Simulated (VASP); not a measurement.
As:

```
As
1.0
     2.70812    0.00000    0.00000
     0.00000    2.70812    0.00000
     0.00000    0.00000    2.70812
As
1
Direct
  0.00000 0.00000 0.00000
```

Base run:

```yaml
Program: VASP 6.6.1
Functional: r2SCAN
Potentials_or_basis: VASP PAW PBE potentials, release 64 (As)
Cutoff: 520 eV
k_mesh: 13 × 13 × 13
Occupations: fermi-dirac, width 0.1 eV
Spin: no spin polarisation
```

Its results: pressure -0.1 GPa.

**Question.** The run is repeated on the same cell with these changes: functional from r2SCAN to r2SCAN0; k mesh from 13 × 13 × 13 to 6 × 6 × 6. What comes out?

**Answer.** Pressure -3.6 GPa.

Several settings changed at once, so the effect can't be laid on one alone.

Caveats: some runs use coarse meshes; the PAW data sets were made with another functional, which shifts forces and pressure a little.
